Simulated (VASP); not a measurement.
Wanted: the native input for a VASP 6.6.1 run.

```yaml
Task: single point
Functional: PBE
Potentials_or_basis: VASP PAW PBE potentials, release 64 (Ti_sv, N)
Cutoff: 520 eV
k_mesh: 20 × 20 × 20
Occupations: gaussian, width 0.15 eV
Spin: collinear spin
Starting_moments: "[0.625, 0.0] μB"
Fixed_moment: 0.625 μB
Dipole_correction: no
Further_INCAR_settings: ALGO = Normal; EDIFF = 1e-06; NBANDS = 20
```

The structure of TiN lies in POSCAR:

```
TiN
1.0
    0.0000000000      2.0946196358      2.0946196358
    2.0946196358      0.0000000000      2.0946196358
    2.0946196358      2.0946196358      0.0000000000
Ti N
1 1
Direct
    0.0000000000      0.0000000000      0.0000000000
    0.5000000000      0.5000000000      0.5000000000
```

These files were run (other wordings do the same):

INCAR

```
SYSTEM = TiN
ALGO = Normal
EDIFF = 1E-6
ENCUT = 520
GGA = PE
ISIF = 2
ISMEAR = 0
ISPIN = 2
LASPH = .TRUE.
LCHARG = .FALSE.
LMAXMIX = 4
LORBIT = 11
LREAL = .FALSE.
LWAVE = .FALSE.
MAGMOM = 0.625 0
NBANDS = 20
NELM = 150
NUPDOWN = 0.625
PREC = Accurate
SIGMA = 0.15
```

KPOINTS

```
k-points
0
G
  20 20 20
  0 0 0
```

Potentials or basis: VASP PAW PBE potentials, release 64 (Ti_sv, N).

Command:

```console
$ cat potpaw_PBE.64/Ti_sv/POTCAR potpaw_PBE.64/N/POTCAR > POTCAR
$ mpirun -np 1 vasp_std > vasp.out
```

Results of the run:

```
Pressure                                              : 16.0 GPa
Net moment                                            : 0.62 μB per cell
Site moments                                          : Ti +0.48; N +0.03 μB
Valence electrons inside the program's atomic spheres : Ti 10.46; N 3.79
```

Caveat: the cell stands under pressure; the total moment is fixed, so each spin has its own Fermi level.

It took 87 s on 1 thread of AMD EPYC 9R45 96-Core Processor (Zen 5), on a shared host, peak memory 0.23 GiB.
